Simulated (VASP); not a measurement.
# Zn (Pm-3m) in VASP: further runs, part 2 of 2

VASP 6.6.1.

## 3. Relaxation of cell and atoms, PBE, target pressure 22 GPa, at which the enthalpy is minimised

This run uses another cell than the first one, of 13.15 Å³/atom.

File INCAR:

```
ALGO     = Normal         # electronic algorithm
EDIFF    = 1E-6           # SCF threshold, eV
EDIFFG   = -0.005         # ionic threshold
ENCUT    = 600            # plane-wave cutoff, eV
GGA      = PE             # functional
IBRION   = 2              # ionic algorithm
ISIF     = 3              # what is computed and relaxed
ISMEAR   = -1             # smearing method
LASPH    = True           # aspherical terms in the spheres
LCHARG   = False          # write CHGCAR
LREAL    = False          # projectors in reciprocal space
LWAVE    = False          # write WAVECAR
NELM     = 100            # most SCF steps
NSW      = 60             # ionic steps
PREC     = Accurate       # precision mode
PSTRESS  = 220.0        
SIGMA    = 0.08           # smearing width, eV
```

File KPOINTS:

```
k-points
0
Gamma
  16 16 16
```

File POSCAR:

```
Zn
1.0
    2.3605113121      0.0000000000      0.0000000000
    0.0000000000      2.3605113121      0.0000000000
    0.0000000000      0.0000000000      2.3605113121
Zn
1
Direct
    0.0000000000      0.0000000000      0.0000000000
```

Potentials or basis: VASP PAW PBE potentials, release 64 (Zn).

On the command line:

```console
$ cat potpaw_PBE.64/Zn/POTCAR > POTCAR
$ mpirun -np 1 vasp_std > vasp.out
```

OUTCAR:

```text
EDIFF = 1E-6
   EDIFFG = -0.005
   ENCUT = 600
   GGA = PE
   IBRION = 2
   ISIF = 3
   ISMEAR = -1
   LASPH = True
   LREAL = False
   NELM = 100
   NSW = 60
   PREC = Accurate
   PSTRESS = 220.0

 ion  position               nearest neighbor table
   1  0.000  0.000  0.000-

  LATTYP: Found a simple cubic cell.
 ALAT       =     2.3605113121

  Lattice vectors:

 A1 = (   2.3605113121,   0.0000000000,   0.0000000000)
 A2 = (   0.0000000000,   2.3605113121,   0.0000000000)
 A3 = (   0.0000000000,   0.0000000000,   2.3605113121)

Analysis of symmetry for initial positions (statically):
=====================================================================
 Subroutine PRICEL returns:
 Original cell was already a primitive cell.

 Routine SETGRP: Setting up the symmetry group for a
 simple cubic supercell.

 Subroutine GETGRP returns: Found 48 space group operations
 (whereof 48 operations were pure point group operations)
 out of a pool of 48 trial point group operations.

The static configuration has the point symmetry O_h .

Analysis of symmetry for dynamics (positions and initial velocities):
[... 164 lines left out ...]
  --------------------------------------------------------------------------------------
  -------------------------------------------------------------------------------------
  Total        2.9579890      2.9579890      2.9579890      0.0000000      0.0000000      0.0000000
  in kB      360.3204181    360.3204181    360.3204181      0.0000000      0.0000000      0.0000000
  external PRESSURE =     140.3204181 kB  Pullay stress =     220.0000000 kB
[... 172 lines left out ...]
--------------------------------------- Ionic step        6  -------------------------------------------

 number of electron      11.9999991 magnetization

 Free energy of the ion-electron system (eV)
  ---------------------------------------------------
  ext. energy  EPLUGINS =         0.00000000
  ---------------------------------------------------
  free energy    TOTEN  =        -0.67186370 eV

  energy without entropy =       -0.66493820  energy(sigma->0) =       -0.66840095

 E-fermi :   3.4011     XC(G=0): -11.8145

 val. band max:        3.3845290920   @ k =   0.4375   0.2500   0.0000
 cond. band min:       3.4388395784   @ k =   0.4375   0.4375   0.1250
 fundamental gap:      0.0543104864
 Fermi energy:         3.4011037381

 k-point     1 :       0.0000    0.0000    0.0000
  band No.  band energies     occupation
      1      -7.3588      2.00000
      2      -5.4079      2.00000
      3      -5.4079      2.00000
      4      -3.6403      2.00000
      5      -3.6403      2.00000
      6      -3.6403      2.00000
      7      17.7127      0.00000
      8      17.7127      0.00000
      9      17.7127      0.00000
     10      20.8175      0.00000
[... 287 lines left out ...]
 k-point    24 :       0.5000    0.1250    0.0000
  band No.  band energies     occupation
      1      -5.1662      2.00000
      2      -4.9136      2.00000
      3      -4.4329      2.00000
      4      -4.1494      2.00000
      5      -3.6664      2.00000
      6       0.1190      2.00000
      7       0.9087      2.00000
      8      19.4813      0.00000
      9      20.4794      0.00000
     10      24.0704      0.00000

 [... further k-points ...]
[... 5 lines left out ...]
  --------------------------------------------------------------------------------------
  -------------------------------------------------------------------------------------
  Total        1.9640882      1.9640882      1.9640882      0.0000000     -0.0000000      0.0000000
  in kB      220.4484167    220.4484167    220.4484167      0.0000000     -0.0000000      0.0000000
  external PRESSURE =       0.4484167 kB  Pullay stress =     220.0000000 kB
[... 20 lines left out ...]
  energy  without entropy=       -0.6649382045  energy(sigma->0) =       -0.66840095

  enthalpy is  TOTEN    =         1.2882293674 eV   P V=        1.9600930690

 reached required accuracy - stopping structural energy minimisation
```

OSZICAR:

```text
N       E                     dE             d eps       ncg     rms          rms(c)
DAV:   1     0.378003210824E+02    0.37800E+02   -0.76059E+03  3380   0.216E+03
DAV:   2     0.761613705174E-01   -0.37724E+02   -0.36168E+02  3342   0.219E+02
[... 38 lines left out ...]
DAV:   1    -0.671817826951E+00   -0.19923E-04   -0.18862E-07  1680   0.899E-03    0.952E-04
DAV:   2    -0.671817816512E+00    0.10440E-07   -0.80340E-08  1680   0.667E-03
   5 F= 0.12882296E+01 E0= 0.12916923E+01  d E =-.228697E-07
       N       E                     dE             d eps       ncg     rms          rms(c)
DAV:   1    -0.671863792672E+00   -0.45966E-04   -0.12587E-06  1672   0.246E-02    0.234E-03
DAV:   2    -0.671863701593E+00    0.91079E-07   -0.42365E-07  1674   0.154E-02
   6 F= 0.12882294E+01 E0= 0.12916921E+01  d E =-.225304E-06
```

Wall time 44 s (1 thread of Intel Xeon Platinum 8488C (Sapphire Rapids), shared host); peak memory 0.15 GiB.

What came out:

* Free energy: -0.6719 eV
* Relaxed volume: 14.27 Å³/atom
* Relaxed cell: a = 2.426 Å, b = 2.426 Å, c = 2.426 Å, α = 90.00°, β = 90.00°, γ = 90.00°
* Space group after relaxing (to 0.1 Å): Pm-3m (No. 221)
* Energy change on relaxing (the run minimises the enthalpy): -200.4 meV/atom
* Ionic steps: 6
* Pressure after relaxing: 22.0 GPa
* Band gap on the k mesh: zero (bands 6 and 7 overlap by 9.22 eV)

The path:
| step | energy change (eV) | largest force (eV/Å) | pressure (GPa) | volume (Å³) |
| --- | --- | --- | --- | --- |
| 1 | 0.0000 | 0.0000 | 36.03 | 13.15 |
| 2 | -0.3255 | 0.0000 | 12.14 | 15.47 |
| 3 | -0.2035 | 0.0000 | 21.88 | 14.30 |
| 4 | -0.2003 | 0.0000 | 22.11 | 14.27 |
| 5 | -0.2003 | 0.0000 | 22.07 | 14.27 |
| 6 | -0.2004 | 0.0000 | 22.04 | 14.27 |

Final structure:
```
Zn
1.0
     2.42580    0.00000    0.00000
     0.00000    2.42580    0.00000
     0.00000    0.00000    2.42580
Zn
1
Direct
  0.00000 0.00000 0.00000
```

Caveat: the cell is relaxed towards a set pressure, so the run minimises the enthalpy, not the energy.

## 4. Relaxation of cell and atoms, PBE, target pressure 22 GPa, at which the enthalpy is minimised

File INCAR:

```
  ALGO = Normal
  EDIFF = 1E-6
  EDIFFG = -0.005
  ENCUT = 600
  GGA = PE
  IBRION = 2
  ISIF = 3
  ISMEAR = -1
  LASPH = T
  LCHARG = F
  LREAL = F
  LWAVE = F
  NELM = 60
  NSW = 32
  PREC = Accurate
  PSTRESS = 220.0
  SIGMA = 0.08
```

KPOINTS is that of step 3.

File POSCAR:

```
Zn
1.0
    2.4235522743      0.0000000000      0.0000000000
    0.0000000000      2.4235522743      0.0000000000
    0.0000000000      0.0000000000      2.4235522743
Zn
1
Direct
    0.0000000000      0.0000000000      0.0000000000
```

Potentials or basis: VASP PAW PBE potentials, release 64 (Zn).

On the command line:

```console
$ cat potpaw_PBE.64/Zn/POTCAR > POTCAR
$ mpirun -np 1 vasp_std > vasp.out
```

OUTCAR:

```text
EDIFF = 1E-6
   EDIFFG = -0.005
   ENCUT = 600
   GGA = PE
   IBRION = 2
   ISIF = 3
   ISMEAR = -1
   LASPH = T
   LREAL = F
   NELM = 60
   NSW = 32
   PREC = Accurate
   PSTRESS = 220.0

 ion  position               nearest neighbor table
   1  0.000  0.000  0.000-

  LATTYP: Found a simple cubic cell.
 ALAT       =     2.4235522743

  Lattice vectors:

 A1 = (   2.4235522743,   0.0000000000,   0.0000000000)
 A2 = (   0.0000000000,   2.4235522743,   0.0000000000)
 A3 = (   0.0000000000,   0.0000000000,   2.4235522743)

Analysis of symmetry for initial positions (statically):
=====================================================================
 Subroutine PRICEL returns:
 Original cell was already a primitive cell.

 Routine SETGRP: Setting up the symmetry group for a
 simple cubic supercell.

 Subroutine GETGRP returns: Found 48 space group operations
 (whereof 48 operations were pure point group operations)
 out of a pool of 48 trial point group operations.

The static configuration has the point symmetry O_h .

Analysis of symmetry for dynamics (positions and initial velocities):
=====================================================================
 Subroutine PRICEL returns:
 Original cell was already a primitive cell.

 Routine SETGRP: Setting up the symmetry group for a
 simple cubic supercell.

 Subroutine GETGRP returns: Found 48 space group operations
 (whereof 48 operations were pure point group operations)
 out of a pool of 48 trial point group operations.

The dynamic configuration has the point symmetry O_h .

 Subroutine INISYM returns: Found 48 space group operations
 (whereof 48 operations are pure point group operations),
 and found     1 'primitive' translations

----------------------------------------------------------------------------------------

                                     Primitive cell

  volume of cell :      14.2350

  direct lattice vectors                    reciprocal lattice vectors
     2.423552274  0.000000000  0.000000000     0.412617467  0.000000000  0.000000000
     0.000000000  2.423552274  0.000000000     0.000000000  0.412617467  0.000000000
     0.000000000  0.000000000  2.423552274     0.000000000  0.000000000  0.412617467

  length of vectors
     2.423552274  2.423552274  2.423552274     0.412617467  0.412617467  0.412617467

  position of ions in fractional coordinates (direct lattice)
     0.000000000  0.000000000  0.000000000

  ion indices of the primitive-cell ions
   primitive index   ion index
                 1           1

----------------------------------------------------------------------------------------

 KPOINTS: k-points

Automatic generation of k-mesh.
 Grid dimensions read from file:
 generate k-points for:   16   16   16

 Generating k-lattice:

  Cartesian coordinates                     Fractional coordinates (reciprocal lattice)
     0.025788592  0.000000000  0.000000000     0.062500000  0.000000000  0.000000000
     0.000000000  0.025788592  0.000000000     0.000000000  0.062500000  0.000000000
     0.000000000  0.000000000  0.025788592     0.000000000  0.000000000  0.062500000

  Length of vectors
     0.025788592  0.025788592  0.025788592

  Shift w.r.t. Gamma in fractional coordinates (k-lattice)
     0.000000000  0.000000000  0.000000000

 Subroutine IBZKPT returns following result:
 ===========================================

 Found    165 irreducible k-points:

 Following reciprocal coordinates:
            Coordinates               Weight
  0.000000  0.000000  0.000000      1.000000
  0.062500  0.000000  0.000000      6.000000
  0.125000  0.000000  0.000000      6.000000
  0.187500  0.000000  0.000000      6.000000
  0.250000  0.000000  0.000000      6.000000
  0.312500  0.000000  0.000000      6.000000
[... 16 lines left out ...]
  0.437500  0.125000  0.000000     24.000000
  0.500000  0.125000  0.000000     12.000000
 [... further k-points ...]
   k-points           NKPTS =    165   k-points in BZ     NKDIM =    165   number of bands    NBANDS=     10
   number of dos      NEDOS =    301   number of ions     NIONS =      1
   total plane-waves  NPLWV =   8000
   dimension x,y,z NGX =    20 NGY =   20 NGZ =   20
   dimension x,y,z NGXF=    40 NGYF=   40 NGZF=   40
   ions per type =               1
   NGX,Y,Z   is equivalent  to a cutoff of  13.72, 13.72, 13.72 a.u.
   NGXF,Y,Z  is equivalent  to a cutoff of  27.44, 27.44, 27.44 a.u.
 SYSTEM =  unknown system
   PREC   = accura    normal or accurate (medium, high low for compatibility)
   ISTART =      0    job   : 0-new  1-cont  2-samecut
   ICHARG =      2    charge: 1-file 2-atom 10-const
   ISPIN  =      1    spin polarized calculation?
   LNONCOLLINEAR =      F non collinear calculations
   LSORBIT =      F    spin-orbit coupling
   LASPH  =      T    aspherical Exc in radial PAW
   ENCUT  =  600.0 eV  44.10 Ry    6.64 a.u.   4.84  4.84  4.84*2*pi/ulx,y,z
   NELM   =     60;   NELMIN=  2; NELMDL= -5     # of ELM steps
   EDIFF  = 0.1E-05   stopping-criterion for ELM
   LREAL  =      F    real-space projection
   EDIFFG = -.5E-02   stopping-criterion for IOM
   NSW    =     32    number of steps for IOM
   IBRION =      2    ionic relax: 0-MD 1-quasi-New 2-CG
   NFREE  =      1    steps in history (QN), initial steepest desc. (CG)
   ISIF   =      3    stress and relaxation
   ISYM   =      2    0-nonsym 1-usesym 2-fastsym
   POTIM  = 0.5000    time-step for ionic-motion
   TEBEG  =    0.0;   TEEND  =   0.0 temperature during run
   PSTRESS=  220.0 pullay stress
   NELECT =      12.0000    total number of electrons
   NUPDOWN=      -1.0000    fix difference up-down
   EMIN   =  10.00;   EMAX   =-10.00  energy-range for DOS
   EFERMI =   0.00;   METHOD = LEGACY
   ISMEAR =    -1;   SIGMA  =   0.08  broadening in eV -4-tet -1-fermi 0-gaus
   EFERMI_NEDOS =   21; number of points for ismear=-14 and -15
   IALGO  =     38    algorithm
   IMIX   =      4    mixing-type and parameters
     AMIX     =   0.40;   BMIX     =  1.00
     AMIX_MAG =   1.60;   BMIX_MAG =  1.00
  volume/ion in A,a.u.               =      14.23        96.06
  Fermi-wavevector in a.u.,A,eV,Ry     =   1.546499  2.922459 32.540480  2.391658
  Thomas-Fermi vector in A             =   2.651726
   LORBIT       =      0    0 simple, 1 ext, 2 COOP (PROOUT), +10 PAW based schemes
   GGA     = PE    functional components
   LHFCALC =     F    Hartree Fock is set to
   AEXX    =    0.0000 exact exchange contribution
   IVDW    =     0    specifies the selected vdW correction
   LEPSILON=     F    determine dielectric tensor
   LRPA    =     F    only Hartree local field effects (RPA)
 conjugate gradient relaxation of ions
 non-spin polarized calculation
  energy-cutoff  :      600.00
  volume of cell :       14.23
 maximum number of plane-waves:       488
 NGX is ok and might be reduce to    20
   NGX =  9   NGY =  9   NGZ =  9

--------------------------------------- Ionic step        1  -------------------------------------------

 number of electron      11.9999991 magnetization

 Free energy of the ion-electron system (eV)
  ---------------------------------------------------
  ext. energy  EPLUGINS =         0.00000000
  ---------------------------------------------------
  free energy    TOTEN  =        -0.66679395 eV

  energy without entropy =       -0.65985836  energy(sigma->0) =       -0.66332615

------------------------ aborting loop because EDIFF is reached ----------------------------------------

  FORCE on cell =-STRESS in cart. coord.  units (eV):
  Direction    XX          YY          ZZ          XY          YZ          ZX
  --------------------------------------------------------------------------------------
  -------------------------------------------------------------------------------------
  Total        1.9924164      1.9924164      1.9924164     -0.0000000     -0.0000000      0.0000000
  in kB      224.2505499    224.2505499    224.2505499     -0.0000000     -0.0000000      0.0000000
  external PRESSURE =       4.2505499 kB  Pullay stress =     220.0000000 kB
[... 61 lines left out ...]
--------------------------------------- Ionic step        3  -------------------------------------------

 number of electron      11.9999991 magnetization

 Free energy of the ion-electron system (eV)
  ---------------------------------------------------
  ext. energy  EPLUGINS =         0.00000000
  ---------------------------------------------------
  free energy    TOTEN  =        -0.67327242 eV

  energy without entropy =       -0.66634899  energy(sigma->0) =       -0.66981070

 E-fermi :   3.3971     XC(G=0): -11.8118

 val. band max:        3.3805297766   @ k =   0.4375   0.2500   0.0000
 cond. band min:       3.4349543504   @ k =   0.4375   0.4375   0.1250
 fundamental gap:      0.0544245738
 Fermi energy:         3.3971276914

 k-point     1 :       0.0000    0.0000    0.0000
  band No.  band energies     occupation
      1      -7.3586      2.00000
      2      -5.4097      2.00000
      3      -5.4097      2.00000
      4      -3.6437      2.00000
      5      -3.6437      2.00000
      6      -3.6437      2.00000
      7      17.7042      0.00000
      8      17.7042      0.00000
      9      17.7042      0.00000
     10      20.8086      0.00000
[... 287 lines left out ...]
 k-point    24 :       0.5000    0.1250    0.0000
  band No.  band energies     occupation
      1      -5.1682      2.00000
      2      -4.9156      2.00000
      3      -4.4354      2.00000
      4      -4.1524      2.00000
      5      -3.6698      2.00000
      6       0.1173      2.00000
      7       0.9041      2.00000
      8      19.4710      0.00000
      9      20.4713      0.00000
     10      24.0584      0.00000

 [... further k-points ...]
[... 5 lines left out ...]
  --------------------------------------------------------------------------------------
  -------------------------------------------------------------------------------------
  Total        1.9622706      1.9622706      1.9622706      0.0000000      0.0000000     -0.0000000
  in kB      220.1353667    220.1353667    220.1353667      0.0000000      0.0000000     -0.0000000
  external PRESSURE =       0.1353667 kB  Pullay stress =     220.0000000 kB
[... 20 lines left out ...]
  energy  without entropy=       -0.6663489868  energy(sigma->0) =       -0.66981070

  enthalpy is  TOTEN    =         1.2877914814 eV   P V=        1.9610639015

 reached required accuracy - stopping structural energy minimisation
```

OSZICAR:

```text
N       E                     dE             d eps       ncg     rms          rms(c)
DAV:   1     0.378789422167E+02    0.37879E+02   -0.76543E+03  3364   0.213E+03
DAV:   2    -0.640499037379E-01   -0.37943E+02   -0.36099E+02  3348   0.216E+02
DAV:   3    -0.795106614659E+00   -0.73106E+00   -0.73008E+00  3804   0.332E+01
[... 18 lines left out ...]
DAV:   1    -0.674130527998E+00    0.33986E-02   -0.10503E-02  3666   0.224E+00    0.208E-01
DAV:   2    -0.673369262051E+00    0.76127E-03   -0.37207E-03  3634   0.141E+00    0.666E-02
DAV:   3    -0.673300711502E+00    0.68551E-04   -0.43390E-05  3610   0.127E-01    0.364E-02
DAV:   4    -0.673272635306E+00    0.28076E-04   -0.10508E-05  4550   0.540E-02    0.137E-03
DAV:   5    -0.673272420079E+00    0.21523E-06   -0.30054E-07  1922   0.655E-03
   3 F= 0.12877915E+01 E0= 0.12912532E+01  d E =-.657814E-04
```

It took 26 s on 1 thread of Intel Xeon Platinum 8488C (Sapphire Rapids), shared host; peak memory 0.14 GiB.

What came out:

```
Free energy                                                : -0.6733 eV
Relaxed volume                                             : 14.28 Å³/atom
Relaxed cell                                               : a = 2.426 Å, b = 2.426 Å, c = 2.426 Å, α = 90.00°, β = 90.00°, γ = 90.00°
Space group after relaxing (to 0.1 Å)                      : Pm-3m (No. 221)
Energy change on relaxing (the run minimises the enthalpy) : -6.5 meV/atom
Ionic steps                                                : 3
Pressure after relaxing                                    : 22.0 GPa
Band gap on the k mesh                                     : zero (bands 6 and 7 overlap by 9.22 eV)
```

Step by step:
| step | energy change (eV) | largest force (eV/Å) | pressure (GPa) | volume (Å³) |
| --- | --- | --- | --- | --- |
| 1 | 0.0000 | 0.0000 | 22.43 | 14.23 |
| 2 | -0.0107 | 0.0000 | 21.67 | 14.31 |
| 3 | -0.0065 | 0.0000 | 22.01 | 14.28 |

Final structure:
```
Zn
1.0
     2.42620    0.00000    0.00000
     0.00000    2.42620    0.00000
     0.00000    0.00000    2.42620
Zn
1
Cartesian
  0.0000 0.0000 0.0000
```

Caveat: the cell is relaxed towards a set pressure, so the run minimises the enthalpy, not the energy.

## 5. Overview

```tsv
task	cell	cutoff (eV)	gap on the mesh (eV)	pressure (GPa)
single point	a = 2.424 Å, 1 atom	520	none	22.5
relaxation of cell and atoms	relaxed to 22 GPa from a = 2.361 Å, 1 atom	600	none	22.0
relaxation of cell and atoms	relaxed to 22 GPa from a = 2.424 Å, 1 atom	600	none	22.0
```

Alike in all rows: level PBE; potentials or basis VASP PAW PBE potentials, release 64 (Zn); no spin polarisation; k mesh 16 × 16 × 16; smearing fermi-dirac 0.08 eV.

Caveats: the cell is relaxed towards a set pressure, so the run minimises the enthalpy, not the energy (at least some runs); the cell stands under pressure (at least some runs).

Total energies depend on the potentials used, so only differences within one code and one set of settings carry meaning.
